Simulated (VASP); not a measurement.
# Os (Fm-3m) in VASP: further runs

The runs below take Os through single point, relaxation of cell and atoms, with PBE.

Program: VASP 6.6.1. These are calculated values, not measurements. Logs are shortened: lines on timing, memory, paths and dates and some standing lists are left out, and cuts for length are marked.

## (1) The cell of the first run

The structure is cubic, space group Fm-3m (No. 225). The conventional cell has a = 3.750 Å, b = 3.750 Å, c = 3.750 Å, α = 90.00°, β = 90.00°, γ = 90.00°. Os (site symmetry m-3m) has 12 Os at 2.65 Å within 3.5 Å.

This isn't the form of Os at room conditions, which is hcp.

## (2) Single point, PBE

Contents of INCAR:

```
PREC = Accurate
ENCUT = 520
EDIFF = 1E-6
ISMEAR = -1
SIGMA = 0.1
LREAL = False
LASPH = True
NELM = 80
ALGO = Normal
ISIF = 2
LWAVE = False
LCHARG = False
GGA = PE
NBANDS = 10
```

Contents of KPOINTS:

```
Automatic mesh
0
Gamma
  18 18 18
```

Contents of POSCAR:

```
Os
1.0
    0.0000000000      1.8748382714      1.8748382714
    1.8748382714      0.0000000000      1.8748382714
    1.8748382714      1.8748382714      0.0000000000
Os
1
Direct
    0.0000000000      0.0000000000      0.0000000000
```

Potentials or basis: VASP PAW PBE potentials, release 64 (Os).

Command:

```console
$ cat potpaw_PBE.64/Os/POTCAR > POTCAR
$ mpirun -np 1 vasp_std > vasp.out
```

OUTCAR:

```text
PREC = Accurate
   ENCUT = 520
   EDIFF = 1E-6
   ISMEAR = -1
   LREAL = False
   LASPH = True
   NELM = 80
   ISIF = 2
   GGA = PE

 ion  position               nearest neighbor table
   1  0.000  0.000  0.000-

  LATTYP: Found a face centered cubic cell.
 ALAT       =     3.7496765428

  Lattice vectors:

 A1 = (   0.0000000000,   1.8748382714,   1.8748382714)
 A2 = (   1.8748382714,   0.0000000000,   1.8748382714)
 A3 = (   1.8748382714,   1.8748382714,   0.0000000000)

Analysis of symmetry for initial positions (statically):
=====================================================================
 Subroutine PRICEL returns:
 Original cell was already a primitive cell.

 Routine SETGRP: Setting up the symmetry group for a
 face centered cubic supercell.

 Subroutine GETGRP returns: Found 48 space group operations
 (whereof 48 operations were pure point group operations)
 out of a pool of 48 trial point group operations.

The static configuration has the point symmetry O_h .

Analysis of symmetry for dynamics (positions and initial velocities):
=====================================================================
 Subroutine PRICEL returns:
 Original cell was already a primitive cell.

 Routine SETGRP: Setting up the symmetry group for a
 face centered cubic supercell.

 Subroutine GETGRP returns: Found 48 space group operations
 (whereof 48 operations were pure point group operations)
 out of a pool of 48 trial point group operations.

The dynamic configuration has the point symmetry O_h .

 Subroutine INISYM returns: Found 48 space group operations
 (whereof 48 operations are pure point group operations),
 and found     1 'primitive' translations

----------------------------------------------------------------------------------------

                                     Primitive cell

  volume of cell :      13.1802

  direct lattice vectors                    reciprocal lattice vectors
     0.000000000  1.874838271  1.874838271    -0.266689670  0.266689670  0.266689670
     1.874838271  0.000000000  1.874838271     0.266689670 -0.266689670  0.266689670
     1.874838271  1.874838271  0.000000000     0.266689670  0.266689670 -0.266689670

  length of vectors
     2.651421711  2.651421711  2.651421711     0.461920058  0.461920058  0.461920058

  position of ions in fractional coordinates (direct lattice)
     0.000000000  0.000000000  0.000000000

  ion indices of the primitive-cell ions
   primitive index   ion index
                 1           1

----------------------------------------------------------------------------------------

 KPOINTS: Automatic mesh

Automatic generation of k-mesh.
 Grid dimensions read from file:
 generate k-points for:   18   18   18

 Generating k-lattice:

  Cartesian coordinates                     Fractional coordinates (reciprocal lattice)
    -0.014816093  0.014816093  0.014816093     0.055555556  0.000000000  0.000000000
     0.014816093 -0.014816093  0.014816093     0.000000000  0.055555556  0.000000000
     0.014816093  0.014816093 -0.014816093     0.000000000  0.000000000  0.055555556

  Length of vectors
     0.025662225  0.025662225  0.025662225

  Shift w.r.t. Gamma in fractional coordinates (k-lattice)
     0.000000000  0.000000000  0.000000000

 Subroutine IBZKPT returns following result:
 ===========================================

 Found    195 irreducible k-points:

 Following reciprocal coordinates:
            Coordinates               Weight
  0.000000  0.000000  0.000000      1.000000
  0.055556  0.000000  0.000000      8.000000
  0.111111  0.000000  0.000000      8.000000
  0.166667  0.000000  0.000000      8.000000
  0.222222  0.000000  0.000000      8.000000
  0.277778  0.000000  0.000000      8.000000
[... 16 lines left out ...]
 -0.277778  0.055556  0.000000     24.000000
 -0.222222  0.055556  0.000000     24.000000
 [... further k-points ...]
   k-points           NKPTS =    195   k-points in BZ     NKDIM =    195   number of bands    NBANDS=     10
   number of dos      NEDOS =    301   number of ions     NIONS =      1
   total plane-waves  NPLWV =   8000
   dimension x,y,z NGX =    20 NGY =   20 NGZ =   20
   dimension x,y,z NGXF=    40 NGYF=   40 NGZF=   40
   ions per type =               1
   NGX,Y,Z   is equivalent  to a cutoff of  12.54, 12.54, 12.54 a.u.
   NGXF,Y,Z  is equivalent  to a cutoff of  25.08, 25.08, 25.08 a.u.
 SYSTEM =  unknown system
   PREC   = accura    normal or accurate (medium, high low for compatibility)
   ISTART =      0    job   : 0-new  1-cont  2-samecut
   ICHARG =      2    charge: 1-file 2-atom 10-const
   ISPIN  =      1    spin polarized calculation?
   LNONCOLLINEAR =      F non collinear calculations
   LSORBIT =      F    spin-orbit coupling
   LASPH  =      T    aspherical Exc in radial PAW
   ENCUT  =  520.0 eV  38.22 Ry    6.18 a.u.   4.93  4.93  4.93*2*pi/ulx,y,z
   NELM   =     80;   NELMIN=  2; NELMDL= -5     # of ELM steps
   EDIFF  = 0.1E-05   stopping-criterion for ELM
   LREAL  =      F    real-space projection
   EDIFFG = 0.1E-04   stopping-criterion for IOM
   NSW    =      0    number of steps for IOM
   IBRION =     -1    ionic relax: 0-MD 1-quasi-New 2-CG
   NFREE  =      0    steps in history (QN), initial steepest desc. (CG)
   ISIF   =      2    stress and relaxation
   ISYM   =      2    0-nonsym 1-usesym 2-fastsym
   POTIM  = 0.5000    time-step for ionic-motion
   TEBEG  =    0.0;   TEEND  =   0.0 temperature during run
   PSTRESS=    0.0 pullay stress
   NELECT =       8.0000    total number of electrons
   NUPDOWN=      -1.0000    fix difference up-down
   EMIN   =  10.00;   EMAX   =-10.00  energy-range for DOS
   EFERMI =   0.00;   METHOD = LEGACY
   ISMEAR =    -1;   SIGMA  =   0.10  broadening in eV -4-tet -1-fermi 0-gaus
   EFERMI_NEDOS =   21; number of points for ismear=-14 and -15
   IALGO  =     38    algorithm
   IMIX   =      4    mixing-type and parameters
     AMIX     =   0.40;   BMIX     =  1.00
     AMIX_MAG =   1.60;   BMIX_MAG =  1.00
  volume/ion in A,a.u.               =      13.18        88.94
  Fermi-wavevector in a.u.,A,eV,Ry     =   1.386110  2.619368 26.140885  1.921301
  Thomas-Fermi vector in A             =   2.510457
   LORBIT       =      0    0 simple, 1 ext, 2 COOP (PROOUT), +10 PAW based schemes
   GGA     = PE    functional components
   LHFCALC =     F    Hartree Fock is set to
   AEXX    =    0.0000 exact exchange contribution
   IVDW    =     0    specifies the selected vdW correction
   LEPSILON=     F    determine dielectric tensor
   LRPA    =     F    only Hartree local field effects (RPA)
 non-spin polarized calculation
  energy-cutoff  :      520.00
  volume of cell :       13.18
 maximum number of plane-waves:       366
   NGX =  9   NGY =  9   NGZ =  9

 number of electron       8.0000001 magnetization

 Free energy of the ion-electron system (eV)
  ---------------------------------------------------
  ext. energy  EPLUGINS =         0.00000000
  ---------------------------------------------------
  free energy    TOTEN  =       -10.98994270 eV

  energy without entropy =      -10.96684951  energy(sigma->0) =      -10.97839611

 E-fermi :  10.2576     XC(G=0): -14.4021

 val. band max:       10.2550443306   @ k =  -0.2778   0.2222   0.0000
 cond. band min:      10.2761000952   @ k =  -0.4444   0.3333   0.0556
 fundamental gap:      0.0210557646
 Fermi energy:        10.2575976297

 k-point     1 :       0.0000    0.0000    0.0000
  band No.  band energies     occupation
      1      -1.0965      2.00000
      2       6.9968      2.00000
      3       6.9968      2.00000
      4       6.9968      2.00000
      5      10.3491      0.57185
      6      10.3491      0.57185
      7      24.4678      0.00000
      8      30.6554      0.00000
      9      30.6554      0.00000
     10      30.6554      0.00000

 k-point     2 :       0.0556    0.0000    0.0000
  band No.  band energies     occupation
      1      -0.9410      2.00000
      2       6.8981      2.00000
      3       7.0693      2.00000
      4       7.0693      2.00000
      5      10.2929      0.82517
      6      10.2929      0.82517
      7      24.7649      0.00000
      8      29.8626      0.00000
      9      30.9368      0.00000
     10      30.9368      0.00000

 k-point     3 :       0.1111    0.0000    0.0000
  band No.  band energies     occupation
      1      -0.4931      2.00000
      2       6.6468      2.00000
      3       7.2587      2.00000
      4       7.2587      2.00000
      5      10.1681      1.42002
      6      10.1681      1.42002
      7      25.5745      0.00000
      8      28.4086      0.00000
      9      31.7566      0.00000
     10      31.7566      0.00000

 k-point     4 :       0.1667    0.0000    0.0000
  band No.  band energies     occupation
      1       0.1832      2.00000
      2       6.3653      2.00000
      3       7.4686      2.00000
      4       7.4686      2.00000
      5      10.1076      1.63514
      6      10.1076      1.63514
      7      26.2529      0.00000
      8      27.4372      0.00000
      9      33.0499      0.00000
     10      33.0499      0.00000
[... 222 lines left out ...]
 k-point    22 :      -0.3333    0.0556    0.0000
  band No.  band energies     occupation
      1       2.1338      2.00000
      2       7.0532      2.00000
      3       7.2254      2.00000
      4       7.4425      2.00000
      5      11.3276      0.00005
      6      12.4626      0.00000
      7      22.6520      0.00000
      8      26.4780      0.00000
      9      32.8645      0.00000
     10      35.0184      0.00000

 k-point    23 :      -0.2778    0.0556    0.0000
  band No.  band energies     occupation
      1       1.8922      2.00000
      2       6.5261      2.00000
      3       7.3142      2.00000
      4       7.4584      2.00000
      5      10.5281      0.12531
      6      11.6976      0.00000
      7      23.8510      0.00000
      8      28.0603      0.00000
      9      34.1511      0.00000
     10      35.2588      0.00000

 k-point    24 :      -0.2222    0.0556    0.0000
  band No.  band energies     occupation
      1       1.3291      2.00000
      2       6.1250      2.00000
      3       7.5155      2.00000
      4       7.6374      2.00000
      5       9.9149      1.93710
      6      11.0194      0.00098
      7      25.0418      0.00000
      8      28.5833      0.00000
      9      33.8811      0.00000
     10      35.3222      0.00000

 [... further k-points ...]

------------------------ aborting loop because EDIFF is reached ----------------------------------------

  FORCE on cell =-STRESS in cart. coord.  units (eV):
  Direction    XX          YY          ZZ          XY          YZ          ZX
  --------------------------------------------------------------------------------------
  -------------------------------------------------------------------------------------
  Total        3.3669651      3.3669651      3.3669651     -0.0000000     -0.0000000     -0.0000000
  in kB      409.2868321    409.2868321    409.2868321     -0.0000000     -0.0000000     -0.0000000
  external PRESSURE =     409.2868321 kB  Pullay stress =       0.0000000 kB

 VOLUME and BASIS-vectors are now :
 -----------------------------------------------------------------------------
  energy-cutoff  :      520.00
  volume of cell :       13.18
      direct lattice vectors                 reciprocal lattice vectors
     0.000000000  1.874838271  1.874838271    -0.266689670  0.266689670  0.266689670
     1.874838271  0.000000000  1.874838271     0.266689670 -0.266689670  0.266689670
     1.874838271  1.874838271  0.000000000     0.266689670  0.266689670 -0.266689670

 POSITION                                       TOTAL-FORCE (eV/Angst)
 -----------------------------------------------------------------------------------
      0.00000      0.00000      0.00000        -0.000000      0.000000     -0.000000
 -----------------------------------------------------------------------------------
    total drift:                                0.000000      0.000000      0.000000

  FREE ENERGIE OF THE ION-ELECTRON SYSTEM (eV)
  ---------------------------------------------------
  free  energy   TOTEN  =       -10.9899427009 eV

  energy  without entropy=      -10.9668495108  energy(sigma->0) =      -10.97839611
```

Wall time 8.9 s (1 thread of Intel Xeon 6975P-C (Granite Rapids), shared host); peak memory 0.15 GiB.

Results:

| Quantity | Value |
| --- | --- |
| Free energy | -10.9899 eV |
| Pressure | 40.9 GPa |
| Band gap on the k mesh | zero (bands 4 and 5 overlap by 4.25 eV) |

Caveat: the cell stands under pressure; spin-orbit coupling is left out, which moves the levels of the heavy elements.

## (3) Single point, PBE

Contents of INCAR:

```
SYSTEM = Os
PREC = Accurate ; ENCUT = 520
EDIFF = 1E-7 ; ISMEAR = -1
SIGMA = 0.1 ; LREAL = .False.
LASPH = .True. ; NELM = 60
ALGO = Normal ; ISIF = 2
LWAVE = .False. ; LCHARG = .False.
GGA = PE ; NBANDS = 10
```

Contents of KPOINTS:

```
Automatic mesh
0
Gamma
  18 18 18
  0 0 0
```

Contents of POSCAR:

```
Os
1.0
    0.0000000000      1.8747334506      1.8747334506
    1.8747334506      0.0000000000      1.8747334506
    1.8747334506      1.8747334506      0.0000000000
Os
1
Direct
    0.0000000000      0.0000000000      0.0000000000
```

Potentials or basis: VASP PAW PBE potentials, release 64 (Os).

Command:

```console
$ cat potpaw_PBE.64/Os/POTCAR > POTCAR
$ mpirun -np 1 vasp_std > vasp.out
```

Run time: 9.3 s. Hardware: 1 thread of Intel Xeon 6975P-C (Granite Rapids), shared host; peak memory 0.14 GiB.

The run converged. Its results:

| Item | Value |
| --- | --- |
| Free energy | -10.9894 eV |
| Pressure | 41.0 GPa |
| Band gap on the k mesh | zero (bands 4 and 5 overlap by 4.25 eV) |

Levels at points of the mesh, in eV from the Fermi level:
```tsv
k point	band 1	band 2	band 3	band 4	band 5	band 6	band 7	band 8	band 9
(0.00, 0.00, 0.00)	-11.36	-3.26	-3.26	-3.26	0.09	0.09	14.21	20.40	20.40
(0.50, 0.00, 0.00)	-8.26	-3.45	-3.45	-0.20	2.76	2.76	9.88	13.76	21.05
(0.50, 0.50, 0.00)	-8.25	-7.49	2.55	2.72	3.53	3.53	12.72	12.72	13.41
```

Caveat: the cell stands under pressure; spin-orbit coupling is left out, which moves the levels of the heavy elements.

## (4) Relaxation of cell and atoms, PBE, target pressure 40 GPa, at which the enthalpy is minimised

Contents of INCAR:

```
PREC = Accurate ; ENCUT = 600
EDIFF = 1E-6 ; ISMEAR = -1
SIGMA = 0.1 ; LREAL = F
LASPH = T ; NELM = 80
ALGO = Normal ; ISIF = 3
LWAVE = F ; LCHARG = F
GGA = PE ; IBRION = 2
NSW = 60 ; EDIFFG = -0.005
PSTRESS = 400.0
```

Contents of KPOINTS:

```
regular mesh
0
Gamma
  18 18 18
```

Contents of POSCAR:

```
Os
1.0
    0.0000000000      1.8746800360      1.8746800360
    1.8746800360      0.0000000000      1.8746800360
    1.8746800360      1.8746800360      0.0000000000
Os
1
Direct
    0.0000000000      0.0000000000      0.0000000000
```

Command:

```console
$ cat potpaw_PBE.64/Os/POTCAR > POTCAR
$ mpirun -np 1 vasp_std > vasp.out
```

Run time: 16 s. Hardware: 1 thread of Intel Xeon 6975P-C (Granite Rapids), shared host; peak memory 0.16 GiB.

Results (log left out):

```
Free energy                                                : -10.9965 eV
Relaxed volume                                             : 13.20 Å³/atom
Relaxed cell                                               : a = 2.653 Å, b = 2.653 Å, c = 2.653 Å, α = 60.00°, β = 60.00°, γ = 60.00°
Space group after relaxing (to 0.1 Å)                      : Fm-3m (No. 225)
Energy change on relaxing (the run minimises the enthalpy) : -6.9 meV/atom
Ionic steps                                                : 3
Pressure after relaxing                                    : 40.0 GPa
Band gap on the k mesh                                     : zero (bands 4 and 5 overlap by 4.24 eV)
```

Step by step:
```tsv
step	energy change (eV)	largest force (eV/Å)	pressure (GPa)	volume (Å³)
1	0.0000	0.0000	41.23	13.18
2	-0.0447	0.0000	32.91	13.37
3	-0.0069	0.0000	40.01	13.20
```

Final structure:
```cif
data_structure
_symmetry_space_group_name_H-M 'P 1'
_symmetry_Int_Tables_number 1
_cell_length_a 2.6530
_cell_length_b 2.6530
_cell_length_c 2.6530
_cell_angle_alpha 60.000
_cell_angle_beta 60.000
_cell_angle_gamma 60.000
_cell_volume 13.20
loop_
_atom_site_label
_atom_site_type_symbol
_atom_site_fract_x
_atom_site_fract_y
_atom_site_fract_z
_atom_site_occupancy
Os1 Os 0.00000 0.00000 0.00000 1
```

Levels at points of the mesh, in eV from the Fermi level:
```
           k point  band 1  band 2  band 3  band 4  band 5  band 6  band 7  band 8
(0.00, 0.00, 0.00)  -11.34   -3.25   -3.25   -3.25    0.09    0.09   14.21   20.39
(0.50, 0.00, 0.00)   -8.24   -3.44   -3.44   -0.20    2.75    2.75    9.85   13.76
(0.50, 0.50, 0.00)   -8.23   -7.47    2.55    2.71    3.51    3.51   12.71   12.71
```

Caveat: the cell is relaxed towards a set pressure, so the run minimises the enthalpy, not the energy; spin-orbit coupling is left out, which moves the levels of the heavy elements.

## (5) Relaxation of cell and atoms, PBE, target pressure 40 GPa, at which the enthalpy is minimised

Contents of INCAR:

```
PREC = Accurate
ENCUT = 600
EDIFF = 1E-7
ISMEAR = -1
SIGMA = 0.1
LREAL = False
LASPH = True
NELM = 60
ALGO = Normal
ISIF = 3
LWAVE = False
LCHARG = False
GGA = PE
IBRION = 2
NSW = 32
EDIFFG = -0.005
PSTRESS = 400.0
```

Contents of KPOINTS:

```
Automatic mesh
0
Gamma
  18 18 18
```

Contents of POSCAR:

```
Os
1.0
    0.0000000000      1.8748382714      1.8748382714
    1.8748382714      0.0000000000      1.8748382714
    1.8748382714      1.8748382714      0.0000000000
Os
1
Direct
    0.0000000000      0.0000000000      0.0000000000
```

Command:

```console
$ cat potpaw_PBE.64/Os/POTCAR > POTCAR
$ mpirun -np 1 vasp_std > vasp.out
```

It took 41 s on 1 thread of Intel Xeon 8259CL, shared host; peak memory 0.17 GiB.

The run converged. Its results:

```
Free energy                                                : -10.9965 eV
Relaxed volume                                             : 13.20 Å³/atom
Relaxed cell                                               : a = 2.653 Å, b = 2.653 Å, c = 2.653 Å, α = 60.00°, β = 60.00°, γ = 60.00°
Space group after relaxing (to 0.1 Å)                      : Fm-3m (No. 225)
Energy change on relaxing (the run minimises the enthalpy) : -6.1 meV/atom
Ionic steps                                                : 3
Pressure after relaxing                                    : 40.0 GPa
Band gap on the k mesh                                     : zero (bands 4 and 5 overlap by 4.24 eV)
```

The path:
| step | energy change (eV) | largest force (eV/Å) | pressure (GPa) | volume (Å³) |
| --- | --- | --- | --- | --- |
| 1 | 0.0000 | 0.0000 | 41.08 | 13.18 |
| 2 | -0.0397 | 0.0000 | 33.74 | 13.35 |
| 3 | -0.0061 | 0.0000 | 40.01 | 13.20 |

Final structure:
```xyz
1
Lattice="0.0000 1.8760 1.8760 1.8760 0.0000 1.8760 1.8760 1.8760 0.0000" Properties=species:S:1:pos:R:3 pbc="T T T"
Os    0.0000    0.0000    0.0000
```

Levels at points of the mesh, in eV from the Fermi level:
| k point | band 2 | band 3 | band 4 | band 5 | band 6 | band 7 |
| --- | --- | --- | --- | --- | --- | --- |
| (0.00, 0.00, 0.00) | -3.25 | -3.25 | -3.25 | 0.09 | 0.09 | 14.21 |
| (0.50, 0.00, 0.00) | -3.44 | -3.44 | -0.20 | 2.75 | 2.75 | 9.85 |
| (0.50, 0.50, 0.00) | -7.47 | 2.55 | 2.71 | 3.51 | 3.51 | 12.71 |

Caveat: the cell is relaxed towards a set pressure, so the run minimises the enthalpy, not the energy; spin-orbit coupling is left out, which moves the levels of the heavy elements.
